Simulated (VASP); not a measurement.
Write the native input for VASP 6.6.1 that does the following.

- Task: single point
- Functional: r2SCAN
- Potentials or basis: VASP PAW PBE potentials, release 64 (B, N)
- Cutoff: 520 eV
- k mesh: 10 × 10 × 6
- Occupations: gaussian, width 0.05 eV
- Spin: no spin polarisation
- Dipole correction: no
- Further INCAR settings: ALGO = Normal; EDIFF = 1e-06; NBANDS = 16

The system is BN.

```
B N
1.0
     0.00000   -1.81300   -1.81300
     0.00000    1.81300   -1.81300
     3.62600    0.00000    0.00000
B N
2 2
Direct
  0.50000 0.50000 0.47518
  0.00000 0.00000 0.02482
  0.00000 0.50000 0.25000
  0.50000 0.00000 0.75000
```

This cell differs from its parent crystal: mode 12 (1156.9 1/cm) frozen in, largest displacement +0.090 Å.

These files were run (other wordings do the same):

POSCAR

```
BN
1.0
    0.0000000000     -1.8130010000     -1.8130010000
    0.0000000000      1.8130010000     -1.8130010000
    3.6260020000      0.0000000000      0.0000000000
B N
2 2
Direct
    0.5000000000      0.5000000000      0.4751792746
    0.0000000000      0.0000000000      0.0248207254
    0.0000000000      0.5000000000      0.2500000000
    0.5000000000      0.0000000000      0.7500000000
```

INCAR.step1

```
  ALGO = Normal
  EDIFF = 1E-4
  ENCUT = 520
  GGA = PE
  ISMEAR = 0
  LASPH = True
  LCHARG = False
  LREAL = False
  LWAVE = True
  NBANDS = 16
  NELM = 100
  PREC = Accurate
  SIGMA = 0.05
```

INCAR.step2

```
  ALGO = Normal
  EDIFF = 1E-6
  ENCUT = 520
  ISIF = 2
  ISMEAR = 0
  ISTART = 1
  LASPH = True
  LCHARG = False
  LMIXTAU = True
  LREAL = False
  LWAVE = False
  METAGGA = R2SCAN
  NBANDS = 16
  NELM = 100
  PREC = Accurate
  SIGMA = 0.05
```

KPOINTS

```
k-points
0
Gamma
  10 10 6
```

Potentials or basis: VASP PAW PBE potentials, release 64 (B, N).

Command:

```console
$ cat potpaw_PBE.64/B/POTCAR potpaw_PBE.64/N/POTCAR > POTCAR
$ cp INCAR.step1 INCAR
$ mpirun -np 1 vasp_std > vasp.out
$ cp INCAR.step2 INCAR
$ mpirun -np 1 vasp_std > vasp.out
```

It gave:

| Property | Result |
| --- | --- |
| Pressure | -1.3 GPa |
| Largest force | 4.737 eV/Å |
| Band gap on the k mesh | 3.14 eV, indirect (least direct gap 4.59 eV) |

Caveat: the cell differs from its parent crystal (mode 12 (1156.9 1/cm) frozen in, largest displacement +0.090 Å); the PAW data sets were made with another functional, which shifts forces and pressure a little.

Wall time 38 s on 1 thread of Intel(R) Xeon(R) 6975P-C (Granite Rapids) (shared host), peak memory 0.14 GiB.
